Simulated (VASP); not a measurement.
Input of a VASP 6.6.1 run:

Contents of INCAR:

```
SYSTEM = Al15N15O
PREC = Accurate ; ENCUT = 520
EDIFF = 1E-6 ; ISMEAR = 0
SIGMA = 0.01 ; LREAL = Auto
LASPH = .True. ; NELM = 80
ALGO = Normal ; ISIF = 2
LWAVE = .False. ; LCHARG = .True.
GGA = PE ; LELF = .True.
LVHAR = .True. ; NELECT = 128.0
NBANDS = 84
```

File KPOINTS:

```
Automatic mesh
0
Gamma
  1 1 1
  0.25 0.25 0.25
```

The input POSCAR:

```
Al15N15O
1.0
    6.2595139128      0.0000000578      0.0000000000
   -3.1297570064      5.4208980350      0.0000000000
    0.0000000000      0.0000000000     10.0348065929
Al O N
15 1 15
Direct
    0.3344444415      0.1681316590      0.2524672306
    0.3320808792      0.1704081266      0.7488069566
    0.1678026729      0.3348183831      0.9923735252
    0.3343288609      0.6636800201      0.2579964562
    0.1712912789      0.8272506055      0.4968687280
    0.3316228867      0.6620192517      0.7453748641
    0.1688554770      0.8347776210      1.0018885059
    0.8388419710      0.1681532298      0.2579508034
    0.6755292063      0.3313254799      0.4968860985
    0.8404884626      0.1708237917      0.7453671926
    0.6678454158      0.3338653225      1.0018662519
    0.8341016073      0.6683682062      0.2516134132
    0.6630592022      0.8393721627      0.4973812570
    0.8339099037      0.6686846293      0.7470508161
    0.6667688440      0.8359323102      1.0002873683
    0.3472509139      0.1554523012      0.4334051881
    0.1708407915      0.3317652010      0.1864584204
    0.3367072586      0.1658556517      0.9421940498
    0.1698463745      0.3326848641      0.7131457450
    0.3426769392      0.6848798242      0.4377369832
    0.1677088526      0.8326277265      0.1907042778
    0.3349459560      0.6747120418      0.9410343273
    0.1695235218      0.8359357179      0.6881488363
    0.8175429156      0.1596396881      0.4377038574
    0.6698394495      0.3346684005      0.1906731054
    0.8278278130      0.1675639821      0.9410154539
    0.6668051332      0.3331036456      0.6881825660
    0.8330001226      0.6695119287      0.4399411073
    0.6702504037      0.8322169469      0.1879360724
    0.8336862731      0.6688115016      0.9390133878
    0.6688710382      0.8335128822      0.6919909247
```

Potentials or basis: VASP PAW PBE potentials, release 64 (Al, O, N).

Command:

```console
$ cat potpaw_PBE.64/Al/POTCAR potpaw_PBE.64/O/POTCAR potpaw_PBE.64/N/POTCAR > POTCAR
$ mpirun -np 1 vasp_std > vasp.out
```

Task: What does it give for the largest force?

Result: 0.284 eV/Å.

Forces on the atoms (eV/Å):
```
Al   0.078 -0.046  0.011
Al   0.157 -0.081  0.014
Al  -0.117  0.061  0.009
Al   0.114 -0.046 -0.020
Al  -0.099  0.097  0.016
Al   0.108 -0.075 -0.015
Al  -0.114  0.073 -0.004
Al   0.098 -0.078 -0.014
Al  -0.138  0.037  0.018
Al   0.121 -0.053 -0.014
Al  -0.115  0.047 -0.005
Al   0.076 -0.044  0.027
Al  -0.057  0.028  0.023
Al   0.157 -0.089 -0.004
Al  -0.108  0.049  0.010
O    0.145 -0.086  0.012
N   -0.190  0.105  0.023
N    0.180 -0.103  0.047
N   -0.245  0.140 -0.032
N    0.119 -0.090 -0.014
N   -0.129  0.097 -0.026
N    0.195 -0.107 -0.029
N   -0.165  0.080  0.094
N    0.137 -0.049 -0.016
N   -0.148  0.075 -0.023
N    0.189 -0.105 -0.025
N   -0.165  0.095  0.090
N    0.095 -0.053 -0.022
N   -0.149  0.087 -0.003
N    0.163 -0.084  0.001
N   -0.192  0.118 -0.129
```

Caveat: the k points lie up to 1.16 Å⁻¹ apart; the cell carries a net charge on a neutralising background, which shifts energy and pressure.
